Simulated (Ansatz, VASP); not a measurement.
# Two plane-wave programs on In3GaAs4

```
Ga As In
1.0
    -2.97640    2.97640    5.94599
     2.97640   -2.97640    5.94599
     2.97640    2.97640   -5.94599
Ga As In
1 4 3
Direct
  0.00000 0.00000 0.00000
  0.35752 0.35752 0.47495
  0.11743 0.64248 0.00000
  0.88257 0.88257 0.52505
  0.64248 0.11743 0.00000
  0.75000 0.25000 0.50000
  0.50000 0.50000 0.00000
  0.25000 0.75000 0.50000
```

Alike in both runs: task single point; functional PBE; k mesh 6 × 6 × 6; occupations fermi-dirac, width 0.02 eV; no spin polarisation.

|  | VASP | Ansatz |
| --- | --- | --- |
| version | VASP 6.6.1 | Ansatz 0.2.0 |
| potentials or method | VASP PAW PBE potentials, release 64 (Ga_d, As, In_d) | plane waves, PAW |
| plane-wave cutoff (eV) | 520 | 420 |
| valence electrons in the cell | 72 | 112 |

```tsv
	VASP	Ansatz	Ansatz less VASP
pressure (GPa)	3.8	3.7	-0.10
rms of the force components (eV/Å)	0.012	0.015	+0.0026
```

VASP's potentials hold 72 valence electrons a cell and Ansatz's 112, so a difference there can come from the potentials and not from the codes.
